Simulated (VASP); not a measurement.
Input of a VASP 6.6.1 run:

INCAR

```
SYSTEM = Re
ALGO = Normal
EDIFF = 1E-7
ENCUT = 520
GGA = PS
ISIF = 2
ISMEAR = 0
LASPH = .TRUE.
LCHARG = .FALSE.
LREAL = .FALSE.
LWAVE = .FALSE.
NBANDS = 10
NELM = 80
PREC = Accurate
SIGMA = 0.15
```

Contents of KPOINTS:

```
k-points
0
G
  20 20 20
  0 0 0
```

POSCAR

```
Re
1.0
    0.0000000000      1.9157500000      1.9157500000
    1.9157500000      0.0000000000      1.9157500000
    1.9157500000      1.9157500000      0.0000000000
Re
1
Direct
    0.0000000000      0.0000000000      0.0000000000
```

Potentials or basis: VASP PAW PBE potentials, release 64 (Re).

The run is started by

```bash
$ cat potpaw_PBE.64/Re/POTCAR > POTCAR
$ mpirun -np 1 vasp_std > vasp.out
```

Predict the pressure.

16.3 GPa.

Predict the band gap on the k mesh.

zero (an odd number of electrons rules out a gap without spin polarisation).

Caveat: the cell differs from its parent crystal (strain -0.030 along x and y, -0.030 along z); the cell stands under pressure; the PAW data sets were made with another functional, which shifts forces and pressure a little; spin-orbit coupling is left out, which moves the levels of the heavy elements.
